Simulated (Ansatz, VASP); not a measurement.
One calculation of Pt, two programs

```
Pt
1.0
     2.80729    0.00000    0.00000
     0.00000    3.97011    0.00000
     0.00000    0.00000   19.21094
Pt
4
Cartesian
  1.4036 1.9851 7.6198
  0.0000 0.0000 8.7733
  1.4036 1.9851 10.4377
  0.0000 0.0000 11.5911
```

Alike in both runs: functional PBE; k mesh 12 × 9 × 1; occupations gaussian, width 0.1 eV; no spin polarisation.

Ansatz relaxed the structure, and its values are those at the end. VASP's run is a single point on that final structure, the one shown.

|  | VASP | Ansatz |
| --- | --- | --- |
| version | VASP 6.6.1 | Ansatz 0.2.0 |
| potentials or method | VASP PAW PBE potentials, release 64 (Pt), cutoff 400 eV | scalar-relativistic, plane waves, PAW |
| valence electrons in the cell | 40 | 72 |

```tsv
	VASP	Ansatz	Ansatz less VASP
gap on the k mesh at the Fermi level (eV)	none	none	-
rms of the force components (eV/Å)	0.008	0.005	-0.0032
work function, face that differs most (eV)	5.47	5.47	-0.001
```

A gap of «none» marks a metal or a gap that the smearing closes. VASP's potentials hold 40 valence electrons a cell and Ansatz's 72, so a difference there can come from the potentials and not from the codes. Ansatz's warnings: xc potential rough in thin density.

Neither program's run includes spin-orbit coupling.
